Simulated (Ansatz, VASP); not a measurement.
Ru: VASP beside Ansatz

```
Ru
1.0
     2.72356    0.00000    0.00000
    -1.36178    2.35867    0.00000
     0.00000    0.00000    4.28908
Ru
2
Direct
  0.33333 0.66667 0.25000
  0.66667 0.33333 0.75000
```

Alike in both runs: task single point; functional PBE; k mesh 13 × 13 × 7; no spin polarisation.

|  | VASP | Ansatz |
| --- | --- | --- |
| version | VASP 6.6.1 | Ansatz 0.2.0 |
| potentials or method | VASP PAW PBE potentials, release 64 (Ru_pv), cutoff 520 eV | plane waves (420 eV) with PAW, scalar-relativistic |
| occupations | methfessel-paxton of order 1, width 0.01 eV | cold, width 0.01 eV |
| valence electrons in the cell | 28 | 32 |

Ansatz gave:

- pressure (GPa): -0.3
- traceless stress, the component that is largest in VASP (GPa): 0.41

Task: Which values does VASP return?

Result: Pressure (GPa): -0.4; traceless stress, the component that is largest in VASP (GPa): 0.45.

VASP's potentials hold 28 valence electrons a cell and Ansatz's 32, so a difference there can come from the potentials and not from the codes.
